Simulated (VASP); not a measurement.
Here is a VASP 6.6.1 calculation.

File INCAR:

```
SYSTEM = AlN
  PREC = Accurate
  ENCUT = 520
  EDIFF = 1E-7
  ISMEAR = 0
  SIGMA = 0.01
  LREAL = .FALSE.
  LASPH = .TRUE.
  NELM = 100
  ALGO = Normal
  ISIF = 2
  LWAVE = .FALSE.
  LCHARG = .FALSE.
  GGA = PE
  NBANDS = 11
```

KPOINTS

```
Automatic mesh
0
G
  6 6 6
  0 0 0
```

Contents of POSCAR:

```
AlN
1.0
    0.0000000000      2.1848764125      2.0974813560
    2.1848764125      0.0000000000      2.0974813560
    2.1848764125      2.1848764125      0.0000000000
Al N
1 1
Direct
    0.0000000000      0.0000000000      0.0000000000
    0.2500000000      0.2500000000      0.2500000000
```

Potentials or basis: VASP PAW PBE potentials, release 64 (Al, N).

Command:

```bash
$ cat potpaw_PBE.64/Al/POTCAR potpaw_PBE.64/N/POTCAR > POTCAR
$ mpirun -np 1 vasp_std > vasp.out
```

Q: Estimate the pressure.

A: 13.5 GPa.

Q: Estimate the band gap on the k mesh.

A: 3.11 eV, indirect (least direct gap 4.44 eV).

Stress tensor (GPa, compression positive):
```
12.01  0.00  0.00
 0.00 12.01  0.00
 0.00  0.00 16.42
```

Caveat: the k points lie up to 0.42 Å⁻¹ apart; the cell differs from its parent crystal (uniaxial z strain -4.0%). A k mesh can miss the band edges.
